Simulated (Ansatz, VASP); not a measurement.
**Ni2B2Se3N3 in VASP and in Ansatz**

Contents of INCAR:

```
SYSTEM = Ni2B2Se3N3
PREC     = Accurate       ! precision mode
ENCUT    = 520            ! plane-wave cutoff, eV
EDIFF    = 1E-6           ! SCF threshold, eV
ISMEAR   = -1             ! smearing method
SIGMA    = 0.1            ! smearing width, eV
LREAL    = .False.        ! projectors in reciprocal space
LASPH    = .True.         ! aspherical terms in the spheres
NELM     = 80             ! most SCF steps
ALGO     = Normal         ! electronic algorithm
ISIF     = 2              ! what is computed and relaxed
LWAVE    = .False.        ! write WAVECAR
LCHARG   = .True.         ! write CHGCAR
GGA      = PE             ! functional
LELF     = .True.         ! ELF
LVHAR    = .True.       
NBANDS   = 40             ! bands
```

File KPOINTS:

```
Automatic mesh
0
Gamma
  8 8 8
  0 0 0
```

File POSCAR:

```
Ni2B2Se3N3
1.0
    0.0000000000      3.5958740000      0.0000000000
    3.5958740000      0.0000000000      0.0000000000
    1.7979370000      1.7979370000     -9.9128790000
Se Ni N B
3 2 3 2
Direct
    0.3705400000      0.3705400000      0.2589200000
    0.6294600000      0.6294600000      0.7410800000
    0.0000000000      0.0000000000      0.0000000000
    0.2500000000      0.7500000000      0.5000000000
    0.7500000000      0.2500000000      0.5000000000
    0.1242000000      0.1242000000      0.7516000000
    0.8758000000      0.8758000000      0.2484000000
    0.5000000000      0.5000000000      0.0000000000
    0.1937000000      0.1937000000      0.6126000000
    0.8063000000      0.8063000000      0.3874000000
```

Input for Ansatz:

```yaml
crystal:
  lattice:
    - [0.0, 3.595874, 0.0]
    - [3.595874, 0.0, 0.0]
    - [1.797937, 1.797937, -9.912879]
  atoms:
    - { symbol: Se, position: [0.37054, 0.37054, 0.25892] }
    - { symbol: Se, position: [0.62946, 0.62946, 0.74108] }
    - { symbol: Ni, position: [0.25, 0.75, 0.5] }
    - { symbol: Ni, position: [0.75, 0.25, 0.5] }
    - { symbol: "N", position: [0.1242, 0.1242, 0.7516] }
    - { symbol: "N", position: [0.8758, 0.8758, 0.2484] }
    - { symbol: Se, position: [0.0, 0.0, 0.0] }
    - { symbol: "N", position: [0.5, 0.5, 0.0] }
    - { symbol: B, position: [0.1937, 0.1937, 0.6126] }
    - { symbol: B, position: [0.8063, 0.8063, 0.3874] }
  symmetry: { tolerance: 0.0003 }
kpoints:
  mp_grid: { grid: [8, 8, 8], shift: [0, 0, 0] }
  band_path:
    path:
      - [0.0, 0.0, 0.0]
      - [0.5, 0.5, 0.5]
      - [0.5, 0.5, 0.25]
      - [0.0, 0.5, 0.0]
      - [0.0, 0.0, 0.0]
      - [0.0, 0.0, -0.5]
      - [0.0, 0.48355176, -0.25822412]
      - [0.0, 0.51644824, 0.25822412]
      - [0.0, 0.0, 0.0]
      - [0.5, 0.5, 0.5]
      - [0.48355176, 0.51644824, 0.5]
    npoints: 6
magnetization:
  spin_polarized: false
scf:
  occupations: { method: fermi_dirac }
  lower_state_search: "off"
  max_iter: 200
hamiltonian:
  pseudopotentials: { kind: paw }
  xc: pbe
basis:
  ecutwfc: 420
  fft_grid_basis: typed
output:
  forces: true
  stress: true
  eigenvalues: true
  bader: true
  populations: true
  elf: true
  write_potential: true
  volumetric_format: npy
  dos:
    e_range: [-12, 8]
    de: 0.05
    projected: { site_lists: { B: [B], "N": ["N"], Ni: [Ni], Se: [Se] } }
checkpoint:
  read: saved_state
```

Alike in both runs: task single point; functional PBE; k mesh 8 × 8 × 8; no spin polarisation.

|  | VASP | Ansatz |
| --- | --- | --- |
| version | VASP 6.6.1 | Ansatz 0.2.0 |
| potentials or method | VASP PAW PBE potentials, release 64 (Se, Ni, N, B), cutoff 520 eV | PAW plane waves |
| occupations | fermi-dirac, width 0.1 eV | fermi-dirac |
| valence electrons in the cell | 59 | 105 |

|  | VASP | Ansatz | Ansatz less VASP |
| --- | --- | --- | --- |
| pressure (GPa) | -5.6 | -5.8 | -0.18 |
| rms of the force components (eV/Å) | 0.655 | 0.659 | +0.0034 |

VASP's potentials hold 59 valence electrons a cell and Ansatz's 105, so a difference there can come from the potentials and not from the codes.
